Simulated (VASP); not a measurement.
# Ba3Zn (Pm-3m) in VASP: a series of runs

The runs below take Ba3Zn through single point, with PBE.

All numbers are computed with VASP 6.6.1; they aren't measurements. Logs are shortened: lines on timing, memory, paths and dates and some standing lists are left out, and cuts for length are marked.

### Step 1. The cell of the first run

The structure is cubic, space group Pm-3m (No. 221). Conventional cell: a = 4.989 Å, b = 4.989 Å, c = 4.989 Å, α = 90.00°, β = 90.00°, γ = 90.00°. Within 4.6 Å of Ba (site symmetry 4/mmm) lie 8 Ba at 3.53 Å and 4 Zn at 3.53 Å. Within 4.6 Å of Zn (site symmetry m-3m) lie 12 Ba at 3.53 Å.

### Step 2. Single point, PBE

File INCAR:

```
  PREC = Accurate
  ENCUT = 520
  EDIFF = 1E-6
  ISMEAR = 0
  SIGMA = 0.1
  LREAL = False
  LASPH = True
  NELM = 80
  ALGO = Normal
  ISIF = 2
  LWAVE = False
  LCHARG = False
  GGA = PE
  NBANDS = 29
```

File KPOINTS:

```
Automatic mesh
0
Gamma
  4 4 4
```

File POSCAR:

```
Ba3Zn
1.0
    4.9889889682      0.0000000000      0.0000000000
    0.0000000000      4.9889889682      0.0000000000
    0.0000000000      0.0000000000      4.9889889682
Ba Zn
3 1
Direct
    0.0000000000      0.5000000000      0.5000000000
    0.5000000000      0.0000000000      0.5000000000
    0.5000000000      0.5000000000      0.0000000000
    0.0000000000      0.0000000000      0.0000000000
```

Potentials or basis: VASP PAW PBE potentials, release 64 (Ba_sv, Zn).

Launch:

```
> cat potpaw_PBE.64/Ba_sv/POTCAR potpaw_PBE.64/Zn/POTCAR > POTCAR
> mpirun -np 1 vasp_std > vasp.out
```

OUTCAR:

```text
PREC = Accurate
   ENCUT = 520
   EDIFF = 1E-6
   ISMEAR = 0
   LREAL = False
   LASPH = True
   NELM = 80
   ISIF = 2
   GGA = PE

 ion  position               nearest neighbor table
   1  0.000  0.500  0.500-   2 3.53   3 3.53   4 3.53   3 3.53   4 3.53   2 3.53   4 3.53   4 3.53
                             2 3.53   3 3.53   3 3.53   2 3.53
   2  0.500  0.000  0.500-   1 3.53   3 3.53   4 3.53   3 3.53   4 3.53   1 3.53   3 3.53   3 3.53
                             1 3.53   4 3.53   4 3.53   1 3.53
   3  0.500  0.500  0.000-   1 3.53   2 3.53   4 3.53   1 3.53   2 3.53   2 3.53   4 3.53   2 3.53
                             1 3.53   4 3.53   1 3.53   4 3.53
   4  0.000  0.000  0.000-   1 3.53   2 3.53   3 3.53   1 3.53   2 3.53   1 3.53   3 3.53   1 3.53
                             2 3.53   3 3.53   2 3.53   3 3.53

  LATTYP: Found a simple cubic cell.
 ALAT       =     4.9889889682

  Lattice vectors:

 A1 = (   4.9889889682,   0.0000000000,   0.0000000000)
 A2 = (   0.0000000000,   4.9889889682,   0.0000000000)
 A3 = (   0.0000000000,   0.0000000000,   4.9889889682)

Analysis of symmetry for initial positions (statically):
=====================================================================
 Subroutine PRICEL returns:
 Original cell was already a primitive cell.

 Routine SETGRP: Setting up the symmetry group for a
 simple cubic supercell.

 Subroutine GETGRP returns: Found 48 space group operations
 (whereof 48 operations were pure point group operations)
 out of a pool of 48 trial point group operations.

The static configuration has the point symmetry O_h .

Analysis of symmetry for dynamics (positions and initial velocities):
=====================================================================
 Subroutine PRICEL returns:
 Original cell was already a primitive cell.

 Routine SETGRP: Setting up the symmetry group for a
 simple cubic supercell.

 Subroutine GETGRP returns: Found 48 space group operations
 (whereof 48 operations were pure point group operations)
 out of a pool of 48 trial point group operations.

The dynamic configuration has the point symmetry O_h .

 Subroutine INISYM returns: Found 48 space group operations
 (whereof 48 operations are pure point group operations),
 and found     1 'primitive' translations

----------------------------------------------------------------------------------------

                                     Primitive cell

  volume of cell :     124.1760

  direct lattice vectors                    reciprocal lattice vectors
     4.988988968  0.000000000  0.000000000     0.200441413  0.000000000  0.000000000
     0.000000000  4.988988968  0.000000000     0.000000000  0.200441413  0.000000000
     0.000000000  0.000000000  4.988988968     0.000000000  0.000000000  0.200441413

  length of vectors
     4.988988968  4.988988968  4.988988968     0.200441413  0.200441413  0.200441413

  position of ions in fractional coordinates (direct lattice)
     0.000000000  0.500000000  0.500000000
     0.500000000  0.000000000  0.500000000
     0.500000000  0.500000000  0.000000000
     0.000000000  0.000000000  0.000000000

  ion indices of the primitive-cell ions
   primitive index   ion index
                 1           1
                 2           2
                 3           3
                 4           4

----------------------------------------------------------------------------------------

 KPOINTS: Automatic mesh

Automatic generation of k-mesh.
 Grid dimensions read from file:
 generate k-points for:    4    4    4

 Generating k-lattice:

  Cartesian coordinates                     Fractional coordinates (reciprocal lattice)
     0.050110353  0.000000000  0.000000000     0.250000000  0.000000000  0.000000000
     0.000000000  0.050110353  0.000000000     0.000000000  0.250000000  0.000000000
     0.000000000  0.000000000  0.050110353     0.000000000  0.000000000  0.250000000

  Length of vectors
     0.050110353  0.050110353  0.050110353

  Shift w.r.t. Gamma in fractional coordinates (k-lattice)
     0.000000000  0.000000000  0.000000000

 Subroutine IBZKPT returns following result:
 ===========================================

 Found     10 irreducible k-points:

 Following reciprocal coordinates:
            Coordinates               Weight
  0.000000  0.000000  0.000000      1.000000
  0.250000  0.000000  0.000000      6.000000
  0.500000  0.000000  0.000000      3.000000
  0.250000  0.250000  0.000000     12.000000
  0.500000  0.250000  0.000000     12.000000
  0.500000  0.500000  0.000000      3.000000
  0.250000  0.250000  0.250000      8.000000
  0.500000  0.250000  0.250000     12.000000
  0.500000  0.500000  0.250000      6.000000
  0.500000  0.500000  0.500000      1.000000
   k-points           NKPTS =     10   k-points in BZ     NKDIM =     10   number of bands    NBANDS=     29
   number of dos      NEDOS =    301   number of ions     NIONS =      4
   total plane-waves  NPLWV =  64000
   dimension x,y,z NGX =    40 NGY =   40 NGZ =   40
   dimension x,y,z NGXF=    80 NGYF=   80 NGZF=   80
   ions per type =               3   1
   NGX,Y,Z   is equivalent  to a cutoff of  13.33, 13.33, 13.33 a.u.
   NGXF,Y,Z  is equivalent  to a cutoff of  26.66, 26.66, 26.66 a.u.
 SYSTEM =  unknown system
   PREC   = accura    normal or accurate (medium, high low for compatibility)
   ISTART =      0    job   : 0-new  1-cont  2-samecut
   ICHARG =      2    charge: 1-file 2-atom 10-const
   ISPIN  =      1    spin polarized calculation?
   LNONCOLLINEAR =      F non collinear calculations
   LSORBIT =      F    spin-orbit coupling
   LASPH  =      T    aspherical Exc in radial PAW
   ENCUT  =  520.0 eV  38.22 Ry    6.18 a.u.   9.28  9.28  9.28*2*pi/ulx,y,z
   NELM   =     80;   NELMIN=  2; NELMDL= -5     # of ELM steps
   EDIFF  = 0.1E-05   stopping-criterion for ELM
   LREAL  =      F    real-space projection
   EDIFFG = 0.1E-04   stopping-criterion for IOM
   NSW    =      0    number of steps for IOM
   IBRION =     -1    ionic relax: 0-MD 1-quasi-New 2-CG
   NFREE  =      0    steps in history (QN), initial steepest desc. (CG)
   ISIF   =      2    stress and relaxation
   ISYM   =      2    0-nonsym 1-usesym 2-fastsym
   POTIM  = 0.5000    time-step for ionic-motion
   TEBEG  =    0.0;   TEEND  =   0.0 temperature during run
   PSTRESS=    0.0 pullay stress
   NELECT =      42.0000    total number of electrons
   NUPDOWN=      -1.0000    fix difference up-down
   EMIN   =  10.00;   EMAX   =-10.00  energy-range for DOS
   EFERMI =   0.00;   METHOD = LEGACY
   ISMEAR =     0;   SIGMA  =   0.10  broadening in eV -4-tet -1-fermi 0-gaus
   EFERMI_NEDOS =   21; number of points for ismear=-14 and -15
   IALGO  =     38    algorithm
   IMIX   =      4    mixing-type and parameters
     AMIX     =   0.40;   BMIX     =  1.00
     AMIX_MAG =   1.60;   BMIX_MAG =  1.00
  volume/ion in A,a.u.               =      31.04       209.50
  Fermi-wavevector in a.u.,A,eV,Ry     =   1.140632  2.155481 17.701729  1.301040
  Thomas-Fermi vector in A             =   2.277333
   LORBIT       =      0    0 simple, 1 ext, 2 COOP (PROOUT), +10 PAW based schemes
   GGA     = PE    functional components
   LHFCALC =     F    Hartree Fock is set to
   AEXX    =    0.0000 exact exchange contribution
   IVDW    =     0    specifies the selected vdW correction
   LEPSILON=     F    determine dielectric tensor
   LRPA    =     F    only Hartree local field effects (RPA)
 non-spin polarized calculation
 Gauss-broadening in eV      SIGMA  =   0.10
  energy-cutoff  :      520.00
  volume of cell :      124.18
 maximum number of plane-waves:      3407
 NGX is ok and might be reduce to    40
   NGX = 19   NGY = 19   NGZ = 19

 number of electron      42.0000025 magnetization

 Free energy of the ion-electron system (eV)
  ---------------------------------------------------
  ext. energy  EPLUGINS =         0.00000000
  ---------------------------------------------------
  free energy    TOTEN  =        -5.08651195 eV

  energy without entropy =       -5.04504567  energy(sigma->0) =       -5.06577881

 E-fermi :   3.7118     XC(G=0):  -9.6747

 val. band max:        3.7102742858   @ k =   0.5000   0.2500   0.0000
 cond. band min:       3.7493702963   @ k =   0.2500   0.0000   0.0000
 fundamental gap:      0.0390960105
 Fermi energy:         3.7118420504

 k-point     1 :       0.0000    0.0000    0.0000
  band No.  band energies     occupation
      1     -24.8170      2.00000
      2     -24.1992      2.00000
      3     -24.1992      2.00000
      4     -10.8816      2.00000
      5     -10.8816      2.00000
      6     -10.8816      2.00000
[... 21 lines left out ...]
     28       7.9786      0.00000
     29       7.9786      0.00000

 k-point     2 :       0.2500    0.0000    0.0000
  band No.  band energies     occupation
      1     -24.7421      2.00000
      2     -24.2818      2.00000
      3     -24.1972      2.00000
      4     -10.7390      2.00000
      5     -10.7390      2.00000
      6     -10.6587      2.00000
[... 21 lines left out ...]
     28       7.1207      0.00000
     29       8.6145      0.00000

 k-point     3 :       0.5000    0.0000    0.0000
  band No.  band energies     occupation
      1     -24.6187      2.00000
      2     -24.4128      2.00000
      3     -24.1953      2.00000
      4     -10.5362      2.00000
      5     -10.5362      2.00000
      6     -10.0656      2.00000
[... 21 lines left out ...]
     28       6.6285      0.00000
     29       6.8722      0.00000

 k-point     4 :       0.2500    0.2500    0.0000
  band No.  band energies     occupation
      1     -24.6741      2.00000
      2     -24.3050      2.00000
      3     -24.2439      2.00000
      4     -10.8790      2.00000
      5     -10.5865      2.00000
      6     -10.2643      2.00000
[... 21 lines left out ...]
     28       7.6945      0.00000
     29       8.3279      0.00000

 k-point     5 :       0.5000    0.2500    0.0000
  band No.  band energies     occupation
      1     -24.5573      2.00000
      2     -24.4097      2.00000
      3     -24.2578      2.00000
      4     -10.7553      2.00000
      5     -10.4870      2.00000
      6     -10.3549      2.00000
[... 21 lines left out ...]
     28       6.6373      0.00000
     29       7.3408      0.00000

 k-point     6 :       0.5000    0.5000    0.0000
  band No.  band energies     occupation
      1     -24.4098      2.00000
      2     -24.4066      2.00000
      3     -24.4066      2.00000
      4     -10.8914      2.00000
      5     -10.7352      2.00000
      6      -9.9724      2.00000
[... 21 lines left out ...]
     28       7.3364      0.00000
     29       7.3371      0.00000

 k-point     7 :       0.2500    0.2500    0.2500
  band No.  band energies     occupation
      1     -24.6159      2.00000
      2     -24.3025      2.00000
      3     -24.3025      2.00000
      4     -11.1279      2.00000
      5     -10.3170      2.00000
      6     -10.3170      2.00000
[... 21 lines left out ...]
     28       7.7236      0.00000
     29       8.2872      0.00000

 k-point     8 :       0.5000    0.2500    0.2500
  band No.  band energies     occupation
      1     -24.5120      2.00000
      2     -24.4067      2.00000
      3     -24.3000      2.00000
      4     -11.1828      2.00000
      5     -10.5129      2.00000
      6     -10.3913      2.00000
[... 21 lines left out ...]
     28       7.3038      0.00000
     29       7.5596      0.00000

 k-point     9 :       0.5000    0.5000    0.2500
  band No.  band energies     occupation
      1     -24.4052      2.00000
      2     -24.4036      2.00000
      3     -24.4036      2.00000
      4     -11.3931      2.00000
      5     -10.7149      2.00000
      6     -10.4336      2.00000
[... 21 lines left out ...]
     28       6.5311      0.00000
     29       8.0742      0.00000

 k-point    10 :       0.5000    0.5000    0.5000
  band No.  band energies     occupation
      1     -24.4007      2.00000
      2     -24.4007      2.00000
      3     -24.4007      2.00000
      4     -11.6901      2.00000
      5     -10.6944      2.00000
      6     -10.6944      2.00000
[... 21 lines left out ...]
     28       7.3906      0.00000
     29       7.3906      0.00000

------------------------ aborting loop because EDIFF is reached ----------------------------------------

  FORCE on cell =-STRESS in cart. coord.  units (eV):
  Direction    XX          YY          ZZ          XY          YZ          ZX
  --------------------------------------------------------------------------------------
  -------------------------------------------------------------------------------------
  Total        7.3693644      7.3693644      7.3693644      0.0000000      0.0000000      0.0000000
  in kB       95.0830235     95.0830235     95.0830235      0.0000000      0.0000000      0.0000000
  external PRESSURE =      95.0830235 kB  Pullay stress =       0.0000000 kB

 VOLUME and BASIS-vectors are now :
 -----------------------------------------------------------------------------
  energy-cutoff  :      520.00
  volume of cell :      124.18
      direct lattice vectors                 reciprocal lattice vectors
     4.988988968  0.000000000  0.000000000     0.200441413  0.000000000  0.000000000
     0.000000000  4.988988968  0.000000000     0.000000000  0.200441413  0.000000000
     0.000000000  0.000000000  4.988988968     0.000000000  0.000000000  0.200441413

 POSITION                                       TOTAL-FORCE (eV/Angst)
 -----------------------------------------------------------------------------------
      0.00000      2.49449      2.49449         0.000000      0.000000      0.000000
      2.49449      0.00000      2.49449         0.000000      0.000000      0.000000
      2.49449      2.49449      0.00000         0.000000      0.000000      0.000000
      0.00000      0.00000      0.00000         0.000000      0.000000      0.000000
 -----------------------------------------------------------------------------------
    total drift:                               -0.000000     -0.000000     -0.000000

  FREE ENERGIE OF THE ION-ELECTRON SYSTEM (eV)
  ---------------------------------------------------
  free  energy   TOTEN  =        -5.0865119454 eV

  energy  without entropy=       -5.0450456655  energy(sigma->0) =       -5.06577881
```

Wall time 23 s (1 thread of Intel Xeon Platinum 8488C (Sapphire Rapids), shared host); peak memory 0.25 GiB.

Results:

```
Free energy            : -5.0865 eV
Pressure               : 9.5 GPa
Band gap on the k mesh : zero (band 21 reaches 4.02 eV, above the bottom of band 22 at 3.38 eV)
```

Levels at points of the mesh, in eV from the Fermi level:
```
           k point  band 17  band 18  band 19  band 20  band 21  band 22  band 23  band 24  band 25  band 26
(0.00, 0.00, 0.00)    -6.70    -4.79    -2.33    -0.34    -0.34    -0.34    -0.33    -0.33     2.60     2.60
(0.50, 0.00, 0.00)    -6.65    -3.40    -1.77    -0.53     0.10     0.21     0.21     1.65     2.69     2.83
(0.50, 0.50, 0.00)    -6.65    -3.30    -0.72    -0.21    -0.21     0.79     0.79     1.42     1.84     2.84
(0.50, 0.50, 0.50)    -6.66    -4.45    -0.36    -0.36    -0.36     1.74     1.74     1.74     2.29     2.29
```

Caveat: spin-orbit coupling is left out, which moves the levels of the heavy elements.

### Step 3. Single point, PBE

This run uses another cell than the first one, of 45.72 Å³/atom, 1.473 times its volume.

File INCAR:

```
PREC = Accurate ; ENCUT = 520
EDIFF = 1E-6 ; ISMEAR = 0
SIGMA = 0.1 ; LREAL = F
LASPH = T ; NELM = 100
ALGO = Normal ; ISIF = 2
LWAVE = F ; LCHARG = F
GGA = PE ; NBANDS = 29
```

File KPOINTS:

```
regular mesh
0
Gamma
  4 4 4
```

File POSCAR:

```
Ba3Zn
1.0
    5.6761254790      0.0000000000      0.0000000000
    0.0000000000      5.6761254790      0.0000000000
    0.0000000000      0.0000000000      5.6761254790
Ba Zn
3 1
Direct
    0.0000000000      0.5000000000      0.5000000000
    0.5000000000      0.0000000000      0.5000000000
    0.5000000000      0.5000000000      0.0000000000
    0.0000000000      0.0000000000      0.0000000000
```

Potentials or basis: VASP PAW PBE potentials, release 64 (Ba_sv, Zn).

Launch:

```
> cat potpaw_PBE.64/Ba_sv/POTCAR potpaw_PBE.64/Zn/POTCAR > POTCAR
> mpirun -np 1 vasp_std > vasp.out
```

Wall time 30 s (1 thread of Intel Xeon Platinum 8488C (Sapphire Rapids), shared host); peak memory 0.27 GiB.

It converged, with:

```yaml
Free_energy: -6.4113 eV
Pressure: 0.3 GPa
Band_gap_on_the_k_mesh: zero (band 21 reaches 2.22 eV, above the bottom of band 22 at 1.94 eV)
```

Levels at points of the mesh, in eV from the Fermi level:
| k point | band 19 | band 20 | band 21 | band 22 | band 23 | band 24 |
| --- | --- | --- | --- | --- | --- | --- |
| (0.00, 0.00, 0.00) | -1.85 | -0.13 | -0.13 | 0.06 | 0.06 | 0.06 |
| (0.50, 0.00, 0.00) | -1.69 | -0.60 | 0.19 | 0.19 | 0.40 | 1.11 |
| (0.50, 0.50, 0.00) | -0.77 | -0.77 | -0.18 | 0.28 | 0.79 | 0.79 |
| (0.50, 0.50, 0.50) | -0.54 | -0.54 | -0.54 | 0.73 | 0.73 | 0.73 |

Caveat: spin-orbit coupling is left out, which moves the levels of the heavy elements.
